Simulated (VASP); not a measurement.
# HgTe in VASP: settings compared, part 2 of 2

VASP 6.6.1. Earlier steps stand in the parts before.

**4. Single point, PBE+U**

INCAR

```
PREC     = Accurate       # precision mode
ENCUT    = 500            # plane-wave cutoff, eV
EDIFF    = 1E-6           # SCF threshold, eV
ISMEAR   = 0              # smearing method
SIGMA    = 0.1            # smearing width, eV
LREAL    = F              # projectors in reciprocal space
LASPH    = T              # aspherical terms in the spheres
NELM     = 200            # most SCF steps
ALGO     = Normal         # electronic algorithm
ISIF     = 2              # what is computed and relaxed
LWAVE    = F              # write WAVECAR
LCHARG   = T              # write CHGCAR
LDAU     = T              # DFT+U
LDAUTYPE = 2            
LDAUL    = 2 -1           # shell
LDAUU    = 7.8 0          # U, eV
LDAUJ    = 0 0          
LDAUPRINT= 1            
GGA      = PE             # functional
LELF     = T              # ELF
LVHAR    = T            
NBANDS   = 16             # bands
GGA_COMPAT= F
```

KPOINTS

```
Automatic mesh
0
Gamma
  4 4 4
```

POSCAR

```
HgTe
1.0
    0.0000000000      3.0771170000      3.0771170000
    3.0771170000      0.0000000000      3.0771170000
    3.0771170000      3.0771170000      0.0000000000
Hg Te
1 1
Direct
    0.0000000000      0.0000000000      0.0000000000
    0.5000000000      0.5000000000      0.5000000000
```

Potentials or basis: VASP PAW PBE potentials, release 64 (Hg, Te).

Command:

```bash
$ cat potpaw_PBE.64/Hg/POTCAR potpaw_PBE.64/Te/POTCAR > POTCAR
$ mpirun -np 1 vasp_std > vasp.out
```

OUTCAR:

```text
PREC = Accurate
   ENCUT = 500
   EDIFF = 1E-6
   ISMEAR = 0
   LREAL = F
   LASPH = T
   NELM = 200
   ISIF = 2
   GGA = PE

 ion  position               nearest neighbor table
   1  0.000  0.000  0.000-   2 3.08   2 3.08   2 3.08   2 3.08   2 3.08   2 3.08
   2  0.500  0.500  0.500-   1 3.08   1 3.08   1 3.08   1 3.08   1 3.08   1 3.08

  LATTYP: Found a face centered cubic cell.
 ALAT       =     6.1542340000

  Lattice vectors:

 A1 = (   0.0000000000,   3.0771170000,   3.0771170000)
 A2 = (   3.0771170000,   0.0000000000,   3.0771170000)
 A3 = (   3.0771170000,   3.0771170000,   0.0000000000)

Analysis of symmetry for initial positions (statically):
=====================================================================
 Subroutine PRICEL returns:
 Original cell was already a primitive cell.

 Routine SETGRP: Setting up the symmetry group for a
 face centered cubic supercell.

 Subroutine GETGRP returns: Found 48 space group operations
 (whereof 48 operations were pure point group operations)
 out of a pool of 48 trial point group operations.

The static configuration has the point symmetry O_h .

Analysis of symmetry for dynamics (positions and initial velocities):
=====================================================================
 Subroutine PRICEL returns:
 Original cell was already a primitive cell.

 Routine SETGRP: Setting up the symmetry group for a
 face centered cubic supercell.

 Subroutine GETGRP returns: Found 48 space group operations
 (whereof 48 operations were pure point group operations)
 out of a pool of 48 trial point group operations.

The dynamic configuration has the point symmetry O_h .

 Subroutine INISYM returns: Found 48 space group operations
 (whereof 48 operations are pure point group operations),
 and found     1 'primitive' translations

----------------------------------------------------------------------------------------

                                     Primitive cell

  volume of cell :      58.2723

  direct lattice vectors                    reciprocal lattice vectors
     0.000000000  3.077117000  3.077117000    -0.162489759  0.162489759  0.162489759
     3.077117000  0.000000000  3.077117000     0.162489759 -0.162489759  0.162489759
     3.077117000  3.077117000  0.000000000     0.162489759  0.162489759 -0.162489759

  length of vectors
     4.351700594  4.351700594  4.351700594     0.281440518  0.281440518  0.281440518

  position of ions in fractional coordinates (direct lattice)
     0.000000000  0.000000000  0.000000000
     0.500000000  0.500000000  0.500000000

  ion indices of the primitive-cell ions
   primitive index   ion index
                 1           1
                 2           2

----------------------------------------------------------------------------------------
[... 68 lines left out ...]
   ISMEAR =     0;   SIGMA  =   0.10  broadening in eV -4-tet -1-fermi 0-gaus
   EFERMI_NEDOS =   21; number of points for ismear=-14 and -15
   IALGO  =     38    algorithm
   IMIX   =      4    mixing-type and parameters
     AMIX     =   0.40;   BMIX     =  1.00
     AMIX_MAG =   1.60;   BMIX_MAG =  1.00
  volume/ion in A,a.u.               =      29.14       196.62
  Fermi-wavevector in a.u.,A,eV,Ry     =   1.106653  2.091272 16.662809  1.224682
  Thomas-Fermi vector in A             =   2.243157
   LORBIT       =      0    0 simple, 1 ext, 2 COOP (PROOUT), +10 PAW based schemes
 LDA+U is selected, type is set to LDAUTYPE =  2
   angular momentum for each species LDAUL =     2   -1
   U (eV)           for each species LDAUU =   7.8  0.0
   J (eV)           for each species LDAUJ =   0.0  0.0
   GGA     = PE    functional components
   LHFCALC =     F    Hartree Fock is set to
   AEXX    =    0.0000 exact exchange contribution
   IVDW    =     0    specifies the selected vdW correction
   LEPSILON=     F    determine dielectric tensor
   LRPA    =     F    only Hartree local field effects (RPA)
 non-spin polarized calculation
 Gauss-broadening in eV      SIGMA  =   0.10
  energy-cutoff  :      500.00
  volume of cell :       58.27
 maximum number of plane-waves:      1480
   NGX = 15   NGY = 15   NGZ = 15

atom =   1  type =  1  l = 2

 onsite density matrix

spin component  1

  1.0013  0.0000 -0.0000  0.0000  0.0000
  0.0000  1.0013 -0.0000  0.0000  0.0000
 -0.0000 -0.0000  1.0223  0.0000  0.0000
  0.0000  0.0000  0.0000  1.0013 -0.0000
  0.0000  0.0000  0.0000 -0.0000  1.0223

spin component  2

  1.0013  0.0000 -0.0000  0.0000  0.0000
  0.0000  1.0013 -0.0000  0.0000  0.0000
 -0.0000 -0.0000  1.0223  0.0000  0.0000
  0.0000  0.0000  0.0000  1.0013 -0.0000
  0.0000  0.0000  0.0000 -0.0000  1.0223

 occupancies and eigenvectors

  o =  1.0013  v =  1.0000  0.0000  0.0000  0.0000  0.0000  0.0000  0.0000  0.0000  0.0000  0.0000      0.0000  0.0000  0.0000  0.0000  0.0000  0.0000  0.0000  0.0000  0.0000  0.0000
  o =  1.0013  v =  0.0000  0.0000  0.0000  0.0000  0.0000  1.0000  0.0000  0.0000  0.0000  0.0000      0.0000  0.0000  0.0000  0.0000  0.0000  0.0000  0.0000  0.0000  0.0000  0.0000
  o =  1.0013  v =  0.0000  0.6202  0.0000  0.7845  0.0000  0.0000  0.0000  0.0000  0.0000  0.0000      0.0000  0.0000  0.0000  0.0000  0.0000  0.0000  0.0000  0.0000  0.0000  0.0000
  o =  1.0013  v =  0.0000  0.0000  0.0000  0.0000  0.0000  0.0000  0.6202  0.0000  0.7845  0.0000      0.0000  0.0000  0.0000  0.0000  0.0000  0.0000  0.0000  0.0000  0.0000  0.0000
  o =  1.0013  v =  0.0000 -0.7845  0.0000  0.6202 -0.0000  0.0000  0.0000  0.0000  0.0000  0.0000      0.0000  0.0000  0.0000  0.0000  0.0000  0.0000  0.0000  0.0000  0.0000  0.0000
  o =  1.0013  v =  0.0000  0.0000  0.0000  0.0000  0.0000  0.0000 -0.7845  0.0000  0.6202 -0.0000      0.0000  0.0000  0.0000  0.0000  0.0000  0.0000  0.0000  0.0000  0.0000  0.0000
  o =  1.0223  v =  0.0000  0.0000  0.0000  0.0000  0.0000  0.0000  0.0000  0.0269 -0.0000 -0.9996      0.0000  0.0000  0.0000  0.0000  0.0000  0.0000  0.0000  0.0000  0.0000  0.0000
  o =  1.0223  v =  0.0000  0.0000  0.0269 -0.0000 -0.9996  0.0000  0.0000  0.0000  0.0000  0.0000      0.0000  0.0000  0.0000  0.0000  0.0000  0.0000  0.0000  0.0000  0.0000  0.0000
  o =  1.0223  v =  0.0000  0.0000  0.0000  0.0000  0.0000  0.0000  0.0000 -0.9996  0.0000 -0.0269      0.0000  0.0000  0.0000  0.0000  0.0000  0.0000  0.0000  0.0000  0.0000  0.0000
  o =  1.0223  v =  0.0000  0.0000 -0.9996  0.0000 -0.0269  0.0000  0.0000  0.0000  0.0000  0.0000      0.0000  0.0000  0.0000  0.0000  0.0000  0.0000  0.0000  0.0000  0.0000  0.0000

 number of electron      17.9999999 magnetization

 Free energy of the ion-electron system (eV)
  ---------------------------------------------------
  ext. energy  EPLUGINS =         0.00000000
  ---------------------------------------------------
  free energy    TOTEN  =        -2.05329217 eV

  energy without entropy =       -2.04523486  energy(sigma->0) =       -2.04926351

 E-fermi :   3.9601     XC(G=0):  -9.6641

 val. band max:        3.9560539188   @ k =   0.5000   0.0000   0.0000
 cond. band min:       4.5252168859   @ k =   0.5000   0.2500   0.0000
 fundamental gap:      0.5691629672
 Fermi energy:         3.9600579020

 k-point     1 :       0.0000    0.0000    0.0000
  band No.  band energies     occupation
      1      -7.6620      2.00000
      2      -6.4475      2.00000
      3      -6.4475      2.00000
      4      -6.2264      2.00000
      5      -6.2264      2.00000
      6      -6.2264      2.00000
[... 129 lines left out ...]
      3      -6.2027      2.00000
      4      -6.2027      2.00000
      5      -6.0895      2.00000
      6      -4.8693      2.00000
[... 8 lines left out ...]
     15      14.4423      0.00000
     16      16.8756      0.00000

------------------------ aborting loop because EDIFF is reached ----------------------------------------

  FORCE on cell =-STRESS in cart. coord.  units (eV):
  Direction    XX          YY          ZZ          XY          YZ          ZX
  --------------------------------------------------------------------------------------
  -------------------------------------------------------------------------------------
  Total        0.0082016      0.0082016      0.0082016      0.0000000      0.0000000      0.0000000
  in kB        0.2255008      0.2255008      0.2255008      0.0000000      0.0000000      0.0000000
  external PRESSURE =       0.2255008 kB  Pullay stress =       0.0000000 kB

 VOLUME and BASIS-vectors are now :
 -----------------------------------------------------------------------------
  energy-cutoff  :      500.00
  volume of cell :       58.27
      direct lattice vectors                 reciprocal lattice vectors
     0.000000000  3.077117000  3.077117000    -0.162489759  0.162489759  0.162489759
     3.077117000  0.000000000  3.077117000     0.162489759 -0.162489759  0.162489759
     3.077117000  3.077117000  0.000000000     0.162489759  0.162489759 -0.162489759

 POSITION                                       TOTAL-FORCE (eV/Angst)
 -----------------------------------------------------------------------------------
      0.00000      0.00000      0.00000        -0.000000     -0.000000      0.000000
      3.07712      3.07712      3.07712         0.000000      0.000000     -0.000000
 -----------------------------------------------------------------------------------
    total drift:                                0.000000     -0.000000     -0.000000

  FREE ENERGIE OF THE ION-ELECTRON SYSTEM (eV)
  ---------------------------------------------------
  free  energy   TOTEN  =        -2.0532921657 eV

  energy  without entropy=       -2.0452348635  energy(sigma->0) =       -2.04926351
```

Wall time 6.4 s (1 thread of Intel Xeon 6975P-C (Granite Rapids), shared host); peak memory 0.17 GiB.

Results:

```
Free energy            : -2.0533 eV
Pressure               : 0.0 GPa
Band gap on the k mesh : zero (bands 9 and 10 overlap by 1.95 eV)
```

Eigenvalues of the final occupation matrices:
| site | spin | trace | eigenvalues |
| --- | --- | --- | --- |
| site 1 d | 1 | 5.05 | 1.00 1.00 1.00 1.02 1.02 |
| site 1 d | 2 | 5.05 | 1.00 1.00 1.00 1.02 1.02 |

Caveat: the k points lie up to 0.44 Å⁻¹ apart, too coarse for converged energies and pressures of a metal; spin-orbit coupling is left out, which moves the levels of the heavy elements; U without spin polarisation on a metal has little footing; the U is typed as a test and isn't derived for this compound.

The gap in the log of VASP goes by the Fermi energy; the results here count the filled bands.